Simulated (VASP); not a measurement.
# Mg (P-1) in VASP: single point with PBE

Aim: the single point of Mg with PBE.

All numbers are computed with VASP 6.6.1; they aren't measurements. Logs are shortened: lines on timing, memory, paths and dates and some standing lists are left out, and cuts for length are marked.

## 1. The cell of the first run

The typed cell holds 1 atom: a = 3.149 Å, b = 3.067 Å, c = 3.072 Å, α = 62.05°, β = 59.99°, γ = 59.70°.

## 2. Single point, PBE (the cell strained at random)

Input file INCAR:

```
SYSTEM = Mg
PREC = Accurate
ENCUT = 520
EDIFF = 1E-6
ISMEAR = 0
SIGMA = 0.1
LREAL = .False.
LASPH = .True.
NELM = 60
ALGO = Fast
ISIF = 2
LWAVE = .False.
LCHARG = .False.
GGA = PE
NBANDS = 7
```

Input file KPOINTS:

```
regular mesh
0
Gamma
  14 14 14
  0 0 0
```

Input file POSCAR:

```
Mg
1.0
   -0.0234524752      2.2229355680      2.2306558086
    2.1159294419     -0.0135777488      2.2207810822
    2.1231335037      2.2202649034     -0.0207818106
Mg
1
Direct
    0.0000000000      0.0000000000      0.0000000000
```

Potentials or basis: VASP PAW PBE potentials, release 64 (Mg).

Launch:

```bash
$ cat potpaw_PBE.64/Mg/POTCAR > POTCAR
$ mpirun -np 1 vasp_std > vasp.out
```

OUTCAR:

```text
SYSTEM = Mg
   PREC = Accurate
   ENCUT = 520
   EDIFF = 1E-6
   ISMEAR = 0
   LREAL = .False.
   LASPH = .True.
   NELM = 60
   ISIF = 2
   GGA = PE

 ion  position               nearest neighbor table
   1  0.000  0.000  0.000-

  Warning from LATTYP: Got some problem with cell dimensions!
  Tried to take original basis but could not verify dimensions!
  LATTYP: Found a triclinic cell.
 ALAT       =     3.0674436219
 B/A-ratio  =     1.0316742238
 C/A-ratio  =     1.0266714271
 COS(alpha) =     0.0034753611
 COS(beta)  =     0.5045452893
 COS(gamma) =     0.5143694637

  Lattice vectors:

 A1 = (  -2.1159294419,   0.0135777488,  -2.2207810822)
 A2 = (   0.0072040618,   2.2338426522,  -2.2415628928)
 A3 = (   0.0234524752,  -2.2229355680,  -2.2306558086)

Analysis of symmetry for initial positions (statically):
=====================================================================
 Subroutine PRICEL returns:
 Original cell was already a primitive cell.

 Routine SETGRP: Setting up the symmetry group for a
 triclinic supercell.

 Subroutine GETGRP returns: Found  2 space group operations
 (whereof  2 operations were pure point group operations)
 out of a pool of  2 trial point group operations.

The static configuration has the point symmetry S_2 .

Analysis of symmetry for dynamics (positions and initial velocities):
=====================================================================
 Subroutine PRICEL returns:
 Original cell was already a primitive cell.

 Routine SETGRP: Setting up the symmetry group for a
 triclinic supercell.

 Subroutine GETGRP returns: Found  2 space group operations
 (whereof  2 operations were pure point group operations)
 out of a pool of  2 trial point group operations.

The dynamic configuration has the point symmetry S_2 .

 Subroutine INISYM returns: Found  2 space group operations
 (whereof  2 operations are pure point group operations),
 and found     1 'primitive' translations

----------------------------------------------------------------------------------------

                                     Primitive cell

  volume of cell :      21.2383

  direct lattice vectors                    reciprocal lattice vectors
    -0.023452475  2.222935568  2.230655809    -0.232148433  0.224075636  0.222557798
     2.115929442 -0.013577749  2.220781082     0.235369184 -0.222969386  0.224672299
     2.123133504  2.220264903 -0.020781811     0.233867045  0.224687998 -0.221451548

  length of vectors
     3.149256721  3.067443622  3.072084634     0.391962701  0.394451064  0.392707626

  position of ions in fractional coordinates (direct lattice)
     0.000000000  0.000000000  0.000000000

  ion indices of the primitive-cell ions
   primitive index   ion index
                 1           1

----------------------------------------------------------------------------------------

 KPOINTS: regular mesh

Automatic generation of k-mesh.
 Grid dimensions read from file:
 generate k-points for:   14   14   14

 Generating k-lattice:

  Cartesian coordinates                     Fractional coordinates (reciprocal lattice)
    -0.016582031  0.016005403  0.015896986     0.071428571  0.000000000  0.000000000
     0.016812085 -0.015926385  0.016048021     0.000000000  0.071428571  0.000000000
     0.016704789  0.016049143 -0.015817968    -0.000000000 -0.000000000  0.071428571

  Length of vectors
     0.027997336  0.028175076  0.028050545

  Shift w.r.t. Gamma in fractional coordinates (k-lattice)
     0.000000000  0.000000000  0.000000000

 Subroutine IBZKPT returns following result:
 ===========================================

 Found   1376 irreducible k-points:

 Following reciprocal coordinates:
            Coordinates               Weight
  0.000000  0.000000  0.000000      1.000000
  0.071429  0.000000  0.000000      2.000000
  0.142857  0.000000 -0.000000      2.000000
  0.214286  0.000000 -0.000000      2.000000
  0.285714  0.000000 -0.000000      2.000000
  0.357143 -0.000000 -0.000000      2.000000
[... 16 lines left out ...]
  0.000000  0.142857 -0.000000      2.000000
  0.071429  0.142857 -0.000000      2.000000
 [... further k-points ...]
   k-points           NKPTS =   1376   k-points in BZ     NKDIM =   1376   number of bands    NBANDS=      7
   number of dos      NEDOS =    301   number of ions     NIONS =      1
   total plane-waves  NPLWV =  13824
   dimension x,y,z NGX =    24 NGY =   24 NGZ =   24
   dimension x,y,z NGXF=    48 NGYF=   48 NGZF=   48
   ions per type =               1
   NGX,Y,Z   is equivalent  to a cutoff of  12.67, 13.01, 12.99 a.u.
   NGXF,Y,Z  is equivalent  to a cutoff of  25.34, 26.01, 25.98 a.u.
 SYSTEM =  Mg
   PREC   = accura    normal or accurate (medium, high low for compatibility)
   ISTART =      0    job   : 0-new  1-cont  2-samecut
   ICHARG =      2    charge: 1-file 2-atom 10-const
   ISPIN  =      1    spin polarized calculation?
   LNONCOLLINEAR =      F non collinear calculations
   LSORBIT =      F    spin-orbit coupling
   LASPH  =      T    aspherical Exc in radial PAW
   ENCUT  =  520.0 eV  38.22 Ry    6.18 a.u.   5.86  5.70  5.71*2*pi/ulx,y,z
   NELM   =     60;   NELMIN=  2; NELMDL= -5     # of ELM steps
   EDIFF  = 0.1E-05   stopping-criterion for ELM
   LREAL  =      F    real-space projection
   EDIFFG = 0.1E-04   stopping-criterion for IOM
   NSW    =      0    number of steps for IOM
   IBRION =     -1    ionic relax: 0-MD 1-quasi-New 2-CG
   NFREE  =      0    steps in history (QN), initial steepest desc. (CG)
   ISIF   =      2    stress and relaxation
   ISYM   =      2    0-nonsym 1-usesym 2-fastsym
   POTIM  = 0.5000    time-step for ionic-motion
   TEBEG  =    0.0;   TEEND  =   0.0 temperature during run
   PSTRESS=    0.0 pullay stress
   NELECT =       2.0000    total number of electrons
   NUPDOWN=      -1.0000    fix difference up-down
   EMIN   =  10.00;   EMAX   =-10.00  energy-range for DOS
   EFERMI =   0.00;   METHOD = LEGACY
   ISMEAR =     0;   SIGMA  =   0.10  broadening in eV -4-tet -1-fermi 0-gaus
   EFERMI_NEDOS =   21; number of points for ismear=-14 and -15
   IALGO  =     68    algorithm
   IMIX   =      4    mixing-type and parameters
     AMIX     =   0.40;   BMIX     =  1.00
     AMIX_MAG =   1.60;   BMIX_MAG =  1.00
  volume/ion in A,a.u.               =      21.24       143.32
  Fermi-wavevector in a.u.,A,eV,Ry     =   0.744809  1.407485  7.547700  0.554740
  Thomas-Fermi vector in A             =   1.840248
   LORBIT       =      0    0 simple, 1 ext, 2 COOP (PROOUT), +10 PAW based schemes
   GGA     = PE    functional components
   LHFCALC =     F    Hartree Fock is set to
   AEXX    =    0.0000 exact exchange contribution
   IVDW    =     0    specifies the selected vdW correction
   LEPSILON=     F    determine dielectric tensor
   LRPA    =     F    only Hartree local field effects (RPA)
 non-spin polarized calculation
 RMM-DIIS sequential band-by-band and
 Gauss-broadening in eV      SIGMA  =   0.10
  energy-cutoff  :      520.00
  volume of cell :       21.24
 maximum number of plane-waves:       584
   NGX = 11   NGY = 11   NGZ = 11

 number of electron       2.0000000 magnetization

 Free energy of the ion-electron system (eV)
  ---------------------------------------------------
  ext. energy  EPLUGINS =         0.00000000
  ---------------------------------------------------
  free energy    TOTEN  =        -1.47603988 eV

  energy without entropy =       -1.47398678  energy(sigma->0) =       -1.47501333

 E-fermi :   3.0342     XC(G=0):  -8.7356

 val. band max:        3.0330662671   @ k =  -0.4286   0.5000   0.3571
 cond. band min:       3.0380300947   @ k =   0.5000  -0.3571   0.3571
 fundamental gap:      0.0049638276
 Fermi energy:         3.0341955280

 k-point     1 :       0.0000    0.0000    0.0000
  band No.  band energies     occupation
      1      -4.2216      2.00000
      2      15.6984      0.00000
      3      15.7834      0.00000
      4      16.2642      0.00000
      5      18.0012      0.00000
      6      18.1211      0.00000
      7      18.3198      0.00000

 k-point     2 :       0.0714    0.0000    0.0000
  band No.  band energies     occupation
      1      -4.1032      2.00000
      2      14.0284      0.00000
      3      15.4877      0.00000
      4      16.0432      0.00000
      5      18.1114      0.00000
      6      18.6646      0.00000
      7      18.9579      0.00000

 k-point     3 :       0.1429    0.0000   -0.0000
  band No.  band energies     occupation
      1      -3.7492      2.00000
      2      11.5966      0.00000
      3      15.0342      0.00000
      4      15.6571      0.00000
      5      17.8205      0.00000
      6      19.3721      0.00000
      7      19.6752      0.00000

 k-point     4 :       0.2143    0.0000   -0.0000
  band No.  band energies     occupation
      1      -3.1624      2.00000
      2       9.2311      0.00000
      3      14.6367      0.00000
      4      15.3355      0.00000
      5      17.4668      0.00000
      6      18.1647      0.00000
      7      19.3343      0.00000

 k-point     5 :       0.2857    0.0000   -0.0000
  band No.  band energies     occupation
      1      -2.3472      2.00000
      2       7.0126      0.00000
      3      14.3711      0.00000
      4      15.1483      0.00000
      5      17.1210      0.00000
      6      17.1665      0.00000
      7      18.3669      0.00000

 k-point     6 :       0.3571   -0.0000   -0.0000
  band No.  band energies     occupation
      1      -1.3105      2.00000
      2       4.9678      0.00000
      3      14.2499      0.00000
      4      15.1122      0.00000
      5      16.2919      0.00000
      6      16.8011      0.00000
      7      17.8088      0.00000

 k-point     7 :       0.4286    0.0000   -0.0000
  band No.  band energies     occupation
      1      -0.0640      2.00000
      2       3.1152      0.25190
      3      14.2464      0.00000
      4      15.2103      0.00000
      5      15.7200      0.00000
      6      16.3237      0.00000
      7      17.7322      0.00000
[... 121 lines left out ...]
 k-point    20 :      -0.2143    0.0714    0.0000
  band No.  band energies     occupation
      1      -2.7952      2.00000
      2       8.4968      0.00000
      3      12.7284      0.00000
      4      16.1851      0.00000
      5      17.2103      0.00000
      6      18.5536      0.00000
      7      19.2141      0.00000

 k-point    21 :      -0.1429    0.0714    0.0000
  band No.  band energies     occupation
      1      -3.4630      2.00000
      2      10.7747      0.00000
      3      13.1759      0.00000
      4      16.3993      0.00000
      5      18.3337      0.00000
      6      18.6405      0.00000
      7      19.3497      0.00000

 k-point    22 :      -0.0714    0.0714   -0.0000
  band No.  band energies     occupation
      1      -3.8997      2.00000
      2      12.9830      0.00000
      3      13.9479      0.00000
      4      16.3792      0.00000
      5      18.3323      0.00000
      6      18.9221      0.00000
      7      19.2336      0.00000

 k-point    23 :       0.0000    0.1429   -0.0000
  band No.  band energies     occupation
      1      -3.7432      2.00000
      2      11.7736      0.00000
      3      15.0327      0.00000
      4      15.4741      0.00000
      5      17.7270      0.00000
      6      19.3480      0.00000
      7      19.3988      0.00000

 k-point    24 :       0.0714    0.1429   -0.0000
  band No.  band energies     occupation
      1      -3.7929      2.00000
      2      12.6539      0.00000
      3      14.6159      0.00000
      4      15.0718      0.00000
      5      17.4871      0.00000
      6      18.3967      0.00000
      7      19.0270      0.00000

 [... further k-points ...]
[... 5 lines left out ...]
  --------------------------------------------------------------------------------------
  -------------------------------------------------------------------------------------
  Total        0.5785800      0.4164407      0.3944162      0.0373312      0.0258228      0.0693146
  in kB       43.6469677     31.4154902     29.7540024      2.8161937      1.9480197      5.2289594
  external PRESSURE =      34.9388201 kB  Pullay stress =       0.0000000 kB

 VOLUME and BASIS-vectors are now :
 -----------------------------------------------------------------------------
  energy-cutoff  :      520.00
  volume of cell :       21.24
      direct lattice vectors                 reciprocal lattice vectors
    -0.023452475  2.222935568  2.230655809    -0.232148433  0.224075636  0.222557798
     2.115929442 -0.013577749  2.220781082     0.235369184 -0.222969386  0.224672299
     2.123133504  2.220264903 -0.020781811     0.233867045  0.224687998 -0.221451548

 POSITION                                       TOTAL-FORCE (eV/Angst)
 -----------------------------------------------------------------------------------
      0.00000      0.00000      0.00000        -0.000000      0.000000     -0.000000
 -----------------------------------------------------------------------------------
    total drift:                                0.000000     -0.000000     -0.000000

  FREE ENERGIE OF THE ION-ELECTRON SYSTEM (eV)
  ---------------------------------------------------
  free  energy   TOTEN  =        -1.4760398762 eV

  energy  without entropy=       -1.4739867785  energy(sigma->0) =       -1.47501333
```

Wall time 80 s (1 thread of AMD EPYC 9R45 (Zen 5), shared host); peak memory 0.29 GiB.

Results:

```yaml
Free_energy: -1.4760 eV
Pressure: 3.5 GPa
Band_gap_on_the_k_mesh: zero (bands 1 and 2 overlap by 2.78 eV)
```

Levels at points of the mesh, in eV from the Fermi level:
| k point | band 1 | band 2 | band 3 | band 4 | band 5 |
| --- | --- | --- | --- | --- | --- |
| (0.00, 0.00, 0.00) | -7.26 | 12.66 | 12.75 | 13.23 | 14.97 |
| (0.50, 0.00, 0.00) | -1.87 | -1.35 | 11.24 | 12.28 | 12.47 |
| (0.00, 0.50, 0.00) | -1.82 | -1.26 | 11.27 | 12.08 | 12.37 |
| (0.50, 0.50, 0.00) | -0.47 | 0.59 | 6.46 | 7.52 | 7.80 |
| (0.00, 0.00, 0.50) | -1.86 | -1.32 | 11.32 | 12.16 | 12.48 |
| (0.50, 0.00, 0.50) | -0.42 | 0.64 | 6.41 | 7.37 | 7.85 |
| (0.00, 0.50, 0.50) | 0.21 | 1.32 | 5.91 | 6.82 | 6.97 |
| (0.50, 0.50, 0.50) | -1.75 | -1.14 | 11.16 | 11.93 | 12.23 |

Caveat: the cell differs from its parent crystal (the cell strained at random); the cell stands under pressure.
